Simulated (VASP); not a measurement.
Set up this calculation in VASP 6.6.1, as the native input.

| Quantity | Value |
| --- | --- |
| Task | relaxation of cell and atoms |
| Functional | PBE |
| Potentials or basis | VASP PAW PBE potentials, release 64 (H, Mo_sv) |
| Cutoff | 600 eV |
| k mesh | 6 × 6 × 6 |
| Occupations | gaussian, width 0.1 eV |
| Spin | no spin polarisation |
| Dipole correction | no |
| Further INCAR settings | ALGO = Normal; EDIFF = 1e-07; IBRION = 2; EDIFFG = -0.04; NSW = 90; ISIF = 3 |

The structure of MoH2 lies in POSCAR:

```
MoH2
1.0
    3.1376458100      0.0000000000      0.0000000000
   -1.5688229000      2.7172809800      0.0000000000
    0.0000000000      0.0000000000      3.5061945400
H Mo
2 1
Direct
    0.3333333300      0.6666666700      0.5000000000
    0.6666666700      0.3333333300      0.5000000000
    0.0000000000      0.0000000000      0.0000000000
```

One way to write it, as run:

INCAR

```
PREC = Accurate
ENCUT = 600
EDIFF = 1E-7
ISMEAR = 0
SIGMA = 0.1
LREAL = False
LASPH = True
NELM = 100
ALGO = Normal
ISIF = 3
LWAVE = False
LCHARG = False
GGA = PE
IBRION = 2
NSW = 90
EDIFFG = -0.04
```

KPOINTS

```
Automatic mesh
0
Gamma
  6 6 6
```

Potentials or basis: VASP PAW PBE potentials, release 64 (H, Mo_sv).

Command:

```sh
$ cat potpaw_PBE.64/H/POTCAR potpaw_PBE.64/Mo_sv/POTCAR > POTCAR
$ mpirun -np 1 vasp_std > vasp.out
```

It gave:

- Relaxed volume: 6.89 Å³/atom
- Relaxed cell: a = 2.827 Å, b = 2.827 Å, c = 2.988 Å, α = 90.00°, β = 90.00°, γ = 120.00°
- Space group after relaxing (to 0.05 Å): P6/mmm (No. 191)
- Energy gained by relaxing: 467.1 meV/atom
- Ionic steps: 6
- Pressure after relaxing: 0.3 GPa
- Band gap on the k mesh: zero (band 8 reaches 10.93 eV, above the bottom of band 9 at 9.89 eV)

Caveat: the k points lie up to 0.43 Å⁻¹ apart in the final cell; the volume moved by over 15 % at a fixed basis, so the end points are rough.

Wall time 120 s on 1 thread of Intel Xeon 6975P-C, on a shared host, peak memory 0.17 GiB.
